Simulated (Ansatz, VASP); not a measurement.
## Two plane-wave programs on NbP

```
Nb P
1.0
     0.00000    2.82192    2.82192
     2.82192    0.00000    2.82192
     2.82192    2.82192    0.00000
Nb P
1 1
Direct
  0.00000 0.00000 0.00000
  0.25000 0.25000 0.25000
```

Alike in both runs: task relaxation of cell and atoms; functional PBE; k mesh 12 × 12 × 12; occupations fermi-dirac, width 0.08 eV; no spin polarisation.

|  | VASP | Ansatz |
| --- | --- | --- |
| version | VASP 6.6.1 | Ansatz 0.2.0 |
| potentials or method | VASP PAW PBE potentials, release 64 (Nb_sv, P) | PAW with Ansatz's default frozen-core files, scalar-relativistic |
| plane-wave cutoff (eV) | 500 | 420 |
| valence electrons in the cell | 18 | 18 |

|  | VASP | Ansatz | Ansatz less VASP |
| --- | --- | --- | --- |
| relaxed volume (Å³/atom) | 21.75 | 21.80 | +0.048 |
| relaxed cell length with the largest relative difference (Å) | 3.948 | 3.951 | +0.0029 |
